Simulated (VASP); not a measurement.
# Y2Si2F (P6/mmm) in VASP: notebook, part 2 of 2

VASP 6.6.1. Earlier steps stand in the parts before.

## 4. Relaxation of cell and atoms, PBE

This run uses another cell than the first one, of 23.61 Å³/atom.

File INCAR:

```
SYSTEM = Y2Si2F
PREC = Accurate
ENCUT = 600
EDIFF = 1E-7
ISMEAR = 0
SIGMA = 0.1
LREAL = .FALSE.
LASPH = .TRUE.
NELM = 80
ALGO = Normal
ISIF = 3
LWAVE = .FALSE.
LCHARG = .FALSE.
GGA = PE
IBRION = 2
NSW = 100
EDIFFG = -0.01
```

File KPOINTS:

```
regular mesh
0
G
  12 12 6
  0 0 0
```

File POSCAR:

```
Y2Si2F
1.0
    4.1336080735      0.0000000000      0.0000000000
   -2.0668040368      3.5798096010      0.0000000000
    0.0000000000      0.0000000000      7.9792129261
Y Si F
2 2 1
Direct
    0.0000000000      0.0000000000      0.7239730591
    0.0000000000      0.0000000000      0.2760269409
    0.3333333333      0.6666666667      0.5000000000
    0.6666666667      0.3333333333      0.5000000000
    0.0000000000      0.0000000000      0.0000000000
```

Potentials or basis: VASP PAW PBE potentials, release 64 (Y_sv, Si, F).

Command:

```bash
cat potpaw_PBE.64/Y_sv/POTCAR potpaw_PBE.64/Si/POTCAR potpaw_PBE.64/F/POTCAR > POTCAR
mpirun -np 1 vasp_std > vasp.out
```

OUTCAR:

```text
SYSTEM = Y2Si2F
   PREC = Accurate
   ENCUT = 600
   EDIFF = 1E-7
   ISMEAR = 0
   LREAL = .FALSE.
   LASPH = .TRUE.
   NELM = 80
   ISIF = 3
   GGA = PE
   IBRION = 2
   NSW = 100
   EDIFFG = -0.01

 ion  position               nearest neighbor table
   1  0.000  0.000  0.724-   5 2.20   4 2.98   3 2.98   4 2.98   3 2.98   4 2.98   3 2.98   2 3.57

   2  0.000  0.000  0.276-   5 2.20   4 2.98   3 2.98   4 2.98   3 2.98   4 2.98   3 2.98   1 3.57

   3  0.333  0.667  0.500-   4 2.39   4 2.39   4 2.39   1 2.98   2 2.98   2 2.98   1 2.98   2 2.98
                             1 2.98
   4  0.667  0.333  0.500-   3 2.39   3 2.39   3 2.39   1 2.98   2 2.98   1 2.98   2 2.98   1 2.98
                             2 2.98
   5  0.000  0.000  0.000-   1 2.20   2 2.20

  LATTYP: Found a hexagonal cell.
 ALAT       =     4.1336080735
 C/A-ratio  =     1.9303264326

  Lattice vectors:

 A1 = (   4.1336080735,   0.0000000000,   0.0000000000)
 A2 = (  -2.0668040368,   3.5798096010,   0.0000000000)
 A3 = (   0.0000000000,   0.0000000000,   7.9792129261)

Analysis of symmetry for initial positions (statically):
=====================================================================
 Subroutine PRICEL returns:
 Original cell was already a primitive cell.

 Routine SETGRP: Setting up the symmetry group for a
 hexagonal supercell.

 Subroutine GETGRP returns: Found 24 space group operations
 (whereof 24 operations were pure point group operations)
 out of a pool of 24 trial point group operations.

The static configuration has the point symmetry D_6h.

Analysis of symmetry for dynamics (positions and initial velocities):
=====================================================================
 Subroutine PRICEL returns:
 Original cell was already a primitive cell.

 Routine SETGRP: Setting up the symmetry group for a
 hexagonal supercell.

 Subroutine GETGRP returns: Found 24 space group operations
 (whereof 24 operations were pure point group operations)
 out of a pool of 24 trial point group operations.

The dynamic configuration has the point symmetry D_6h.

 Subroutine INISYM returns: Found 24 space group operations
 (whereof 24 operations are pure point group operations),
 and found     1 'primitive' translations

----------------------------------------------------------------------------------------

                                     Primitive cell

  volume of cell :     118.0726

  direct lattice vectors                    reciprocal lattice vectors
     4.133608073  0.000000000  0.000000000     0.241919404  0.139672233  0.000000000
    -2.066804037  3.579809601  0.000000000     0.000000000  0.279344466  0.000000000
     0.000000000  0.000000000  7.979212926     0.000000000  0.000000000  0.125325644

  length of vectors
     4.133608073  4.133608074  7.979212926     0.279344466  0.279344466  0.125325644

  position of ions in fractional coordinates (direct lattice)
     0.000000000  0.000000000  0.723973059
     0.000000000  0.000000000  0.276026941
     0.333333333  0.666666667  0.500000000
[... 34 lines left out ...]

 Found     76 irreducible k-points:

 Following reciprocal coordinates:
            Coordinates               Weight
  0.000000  0.000000  0.000000      1.000000
  0.083333  0.000000  0.000000      6.000000
  0.166667  0.000000  0.000000      6.000000
  0.250000  0.000000  0.000000      6.000000
  0.333333  0.000000  0.000000      6.000000
  0.416667  0.000000  0.000000      6.000000
[... 16 lines left out ...]
  0.250000  0.000000  0.166667     12.000000
  0.333333  0.000000  0.166667     12.000000
 [... further k-points ...]
   k-points           NKPTS =     76   k-points in BZ     NKDIM =     76   number of bands    NBANDS=     22
   number of dos      NEDOS =    301   number of ions     NIONS =      5
   total plane-waves  NPLWV =  82944
   dimension x,y,z NGX =    36 NGY =   36 NGZ =   64
   dimension x,y,z NGXF=    72 NGYF=   72 NGZF=  128
   ions per type =               2   2   1
   NGX,Y,Z   is equivalent  to a cutoff of  14.48, 14.48, 13.33 a.u.
   NGXF,Y,Z  is equivalent  to a cutoff of  28.96, 28.96, 26.67 a.u.
 SYSTEM =  Y2Si2F
   PREC   = accura    normal or accurate (medium, high low for compatibility)
   ISTART =      0    job   : 0-new  1-cont  2-samecut
   ICHARG =      2    charge: 1-file 2-atom 10-const
   ISPIN  =      1    spin polarized calculation?
   LNONCOLLINEAR =      F non collinear calculations
   LSORBIT =      F    spin-orbit coupling
   LASPH  =      T    aspherical Exc in radial PAW
   ENCUT  =  600.0 eV  44.10 Ry    6.64 a.u.   8.26  8.26 15.94*2*pi/ulx,y,z
   NELM   =     80;   NELMIN=  2; NELMDL= -5     # of ELM steps
   EDIFF  = 0.1E-06   stopping-criterion for ELM
   LREAL  =      F    real-space projection
   EDIFFG = -.1E-01   stopping-criterion for IOM
   NSW    =    100    number of steps for IOM
   IBRION =      2    ionic relax: 0-MD 1-quasi-New 2-CG
   NFREE  =      1    steps in history (QN), initial steepest desc. (CG)
   ISIF   =      3    stress and relaxation
   ISYM   =      2    0-nonsym 1-usesym 2-fastsym
   POTIM  = 0.5000    time-step for ionic-motion
   TEBEG  =    0.0;   TEEND  =   0.0 temperature during run
   PSTRESS=    0.0 pullay stress
   NELECT =      37.0000    total number of electrons
   NUPDOWN=      -1.0000    fix difference up-down
   EMIN   =  10.00;   EMAX   =-10.00  energy-range for DOS
   EFERMI =   0.00;   METHOD = LEGACY
   ISMEAR =     0;   SIGMA  =   0.10  broadening in eV -4-tet -1-fermi 0-gaus
   EFERMI_NEDOS =   21; number of points for ismear=-14 and -15
   IALGO  =     38    algorithm
   IMIX   =      4    mixing-type and parameters
     AMIX     =   0.40;   BMIX     =  1.00
     AMIX_MAG =   1.60;   BMIX_MAG =  1.00
  volume/ion in A,a.u.               =      23.61       159.36
  Fermi-wavevector in a.u.,A,eV,Ry     =   1.111968  2.101315 16.823236  1.236473
  Thomas-Fermi vector in A             =   2.248537
   LORBIT       =      0    0 simple, 1 ext, 2 COOP (PROOUT), +10 PAW based schemes
   GGA     = PE    functional components
   LHFCALC =     F    Hartree Fock is set to
   AEXX    =    0.0000 exact exchange contribution
   IVDW    =     0    specifies the selected vdW correction
   LEPSILON=     F    determine dielectric tensor
   LRPA    =     F    only Hartree local field effects (RPA)
 conjugate gradient relaxation of ions
 non-spin polarized calculation
 Gauss-broadening in eV      SIGMA  =   0.10
  energy-cutoff  :      600.00
  volume of cell :      118.07
 maximum number of plane-waves:      3964
 NGX is ok and might be reduce to    36
   NGX = 17   NGY = 17   NGZ = 31

--------------------------------------- Ionic step        1  -------------------------------------------

 number of electron      37.0000004 magnetization

 Free energy of the ion-electron system (eV)
  ---------------------------------------------------
  ext. energy  EPLUGINS =         0.00000000
  ---------------------------------------------------
  free energy    TOTEN  =       -32.31800476 eV

  energy without entropy =      -32.30516260  energy(sigma->0) =      -32.31158368

------------------------ aborting loop because EDIFF is reached ----------------------------------------

  FORCE on cell =-STRESS in cart. coord.  units (eV):
  Direction    XX          YY          ZZ          XY          YZ          ZX
  --------------------------------------------------------------------------------------
  -------------------------------------------------------------------------------------
  Total        0.3377799      0.3377799     -0.0378098     -0.0000000      0.0000000      0.0000000
  in kB        4.5834774      4.5834774     -0.5130573     -0.0000000      0.0000000      0.0000000
  external PRESSURE =       2.8846325 kB  Pullay stress =       0.0000000 kB
[... 182 lines left out ...]
--------------------------------------- Ionic step        6  -------------------------------------------

 number of electron      37.0000006 magnetization

 Free energy of the ion-electron system (eV)
  ---------------------------------------------------
  ext. energy  EPLUGINS =         0.00000000
  ---------------------------------------------------
  free energy    TOTEN  =       -32.31961734 eV

  energy without entropy =      -32.30625368  energy(sigma->0) =      -32.31293551

 E-fermi :   4.1039     XC(G=0):  -8.9226

 val. band max:        4.0898148277   @ k =   0.2500   0.2500   0.0000
 cond. band min:       4.1294122163   @ k =   0.1667   0.0000   0.1667
 fundamental gap:      0.0395973886
 Fermi energy:         4.1039345647

 k-point     1 :       0.0000    0.0000    0.0000
  band No.  band energies     occupation
      1     -38.8175      2.00000
      2     -38.8002      2.00000
      3     -21.6231      2.00000
      4     -18.8611      2.00000
      5     -18.7930      2.00000
      6     -18.7930      2.00000
[... 589 lines left out ...]
     21       5.5676      0.00000
     22       6.2272      0.00000

 [... further k-points ...]
[... 5 lines left out ...]
  --------------------------------------------------------------------------------------
  -------------------------------------------------------------------------------------
  Total        0.0008812      0.0008812     -0.0032113     -0.0000000     -0.0000000      0.0000000
  in kB        0.0118765      0.0118765     -0.0432802     -0.0000000     -0.0000000      0.0000000
  external PRESSURE =      -0.0065091 kB  Pullay stress =       0.0000000 kB
[... 20 lines left out ...]
  FREE ENERGIE OF THE ION-ELECTRON SYSTEM (eV)
  ---------------------------------------------------
  free  energy   TOTEN  =       -32.3196173427 eV

  energy  without entropy=      -32.3062536770  energy(sigma->0) =      -32.31293551

 reached required accuracy - stopping structural energy minimisation
```

Wall time 15 min (1 thread of Intel Xeon Platinum 8488C (Sapphire Rapids), shared host); peak memory 0.49 GiB.

What came out:

| Property | Result |
| --- | --- |
| Free energy | -32.3196 eV |
| Relaxed volume | 23.78 Å³/atom |
| Relaxed cell | a = 4.152 Å, b = 4.152 Å, c = 7.962 Å, α = 90.00°, β = 90.00°, γ = 120.00° |
| Space group after relaxing (to 0.1 Å) | P6/mmm (No. 191) |
| Energy gained by relaxing | 0.3 meV/atom |
| Ionic steps | 6 |
| Pressure after relaxing | 0.0 GPa |
| Band gap on the k mesh | zero (an odd number of electrons rules out a gap without spin polarisation) |

Step by step:
| step | energy change (eV) | largest force (eV/Å) | pressure (GPa) | volume (Å³) |
| --- | --- | --- | --- | --- |
| 1 | 0.0000 | 0.0146 | 0.29 | 118.07 |
| 2 | -0.0013 | 0.0420 | -0.05 | 118.80 |
| 3 | -0.0013 | 0.0463 | -0.10 | 118.92 |
| 4 | -0.0016 | 0.0225 | 0.02 | 118.83 |
| 5 | -0.0016 | 0.0224 | 0.02 | 118.83 |
| 6 | -0.0016 | 0.0014 | 0.00 | 118.88 |

Final structure:
```cif
data_structure
_symmetry_space_group_name_H-M 'P 1'
_symmetry_Int_Tables_number 1
_cell_length_a 4.1521
_cell_length_b 4.1521
_cell_length_c 7.9623
_cell_angle_alpha 90.000
_cell_angle_beta 90.000
_cell_angle_gamma 120.000
_cell_volume 118.88
loop_
_atom_site_label
_atom_site_type_symbol
_atom_site_fract_x
_atom_site_fract_y
_atom_site_fract_z
_atom_site_occupancy
Y1 Y 0.00000 0.00000 0.72338 1
Y2 Y 0.00000 0.00000 0.27662 1
Si1 Si 0.33333 0.66667 0.50000 1
Si2 Si 0.66667 0.33333 0.50000 1
F1 F 0.00000 0.00000 0.00000 1
```

Caveat: an odd number of electrons without spin polarisation forces a metal; a magnetic or distorted state may lie lower.

## 5. Overview

| task | spin | cell | k mesh | cutoff (eV) | gap on the mesh (eV) | pressure (GPa) | largest force (eV/Å) |
| --- | --- | --- | --- | --- | --- | --- | --- |
| single point | off | a = 4.155, b = 4.155, c = 7.962 Å, angles 90.0, 90.0, 120.0°, 5 atoms | 12 × 12 × 6 | 520 | none | -0.1 | 0.01 |
| single point | collinear | a = 4.134, b = 4.134, c = 7.979 Å, angles 90.0, 90.0, 120.0°, 5 atoms | 6 × 6 × 2 | 520 | none | 0.0 | 0.01 |
| relaxation of cell and atoms | off | relaxed from a = 4.134, b = 4.134, c = 7.979 Å, angles 90.0, 90.0, 120.0°, 5 atoms | 12 × 12 × 6 | 600 | none | 0.0 | - |

Alike in all rows: level PBE; potentials or basis VASP PAW PBE potentials, release 64 (Y_sv, Si, F); smearing gaussian 0.1 eV.

Caveats: some runs use coarse meshes; an odd number of electrons without spin polarisation forces a metal (at least some runs); a magnetic or distorted state may lie lower (at least some runs).

Total energies depend on the potentials used, so only differences within one code and one set of settings carry meaning.
